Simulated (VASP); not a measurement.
Wanted: the native input for a VASP 6.6.1 run.

* Task: single point
* Functional: PBE
* Potentials or basis: VASP PAW PBE potentials, release 64 (Ti_sv, Al, N)
* Cutoff: 520 eV
* k mesh: 6 × 4 × 2
* Occupations: gaussian, width 0.1 eV
* Spin: collinear spin
* Starting moments: [1.0, 0.0, 0.0, 0.0, 0.0, 0.0, 0.0, 0.0, 0.0, 0.0, 0.0, 0.0] μB
* Dipole correction: no
* Further INCAR settings: ALGO = Normal; EDIFF = 1e-06; NBANDS = 44

The structure of TiAl5N6 lies in POSCAR:

```
TiAl5N6
1.0
    3.3115375700      0.0000000000      0.0000000000
    0.0000000000      4.6832213400      0.0000000000
    0.0000000000      0.0000000000      9.9346127100
Ti Al N
1 5 6
Direct
    0.0000000000      0.0000000000      0.0000000000
    0.5000000000      0.5000000000      0.1666666700
    0.0000000000      0.0000000000      0.3333333300
    0.5000000000      0.5000000000      0.5000000000
    0.0000000000      0.0000000000      0.6666666700
    0.5000000000      0.5000000000      0.8333333300
    0.0000000000      0.5000000000      0.3333333300
    0.5000000000      0.0000000000      0.5000000000
    0.0000000000      0.5000000000      0.6666666700
    0.5000000000      0.0000000000      0.8333333300
    0.0000000000      0.5000000000      0.0000000000
    0.5000000000      0.0000000000      0.1666666700
```

One way to write it, as run:

INCAR

```
ALGO = Normal
EDIFF = 1E-6
ENCUT = 520
GGA = PE
ISIF = 2
ISMEAR = 0
ISPIN = 2
LASPH = T
LCHARG = T
LELF = T
LMAXMIX = 4
LORBIT = 11
LREAL = F
LVHAR = T
LWAVE = F
MAGMOM = 1 0 0 0 0 0 0 0 0 0 0 0
NBANDS = 44
NELM = 150
PREC = Accurate
SIGMA = 0.1
```

KPOINTS

```
k-points
0
Gamma
  6 4 2
```

Potentials or basis: VASP PAW PBE potentials, release 64 (Ti_sv, Al, N).

Run with:

```bash
$ cat potpaw_PBE.64/Ti_sv/POTCAR potpaw_PBE.64/Al/POTCAR potpaw_PBE.64/N/POTCAR > POTCAR
$ mpirun -np 1 vasp_std > vasp.out
```

Results of the run:

| Property | Result |
| --- | --- |
| Pressure | -42.0 GPa |
| Largest force | 0.475 eV/Å |
| Net moment | 0.88 μB per cell |
| Site moments | Ti +0.74; Al +0.00; N -0.00, +0.00, -0.01, -0.03 (each value once) μB |
| Valence electrons inside the program's atomic spheres | Ti 9.95; Al 0.56, 0.55 (each value once); N 3.56, 3.57 (each value once) |

Caveat: the cell stands under tension.

Run time: 15 min on 1 thread of Intel(R) Xeon(R) Platinum 8259CL CPU @ 2.50GHz (Skylake/Cascade Lake) (shared host), peak memory 0.47 GiB.
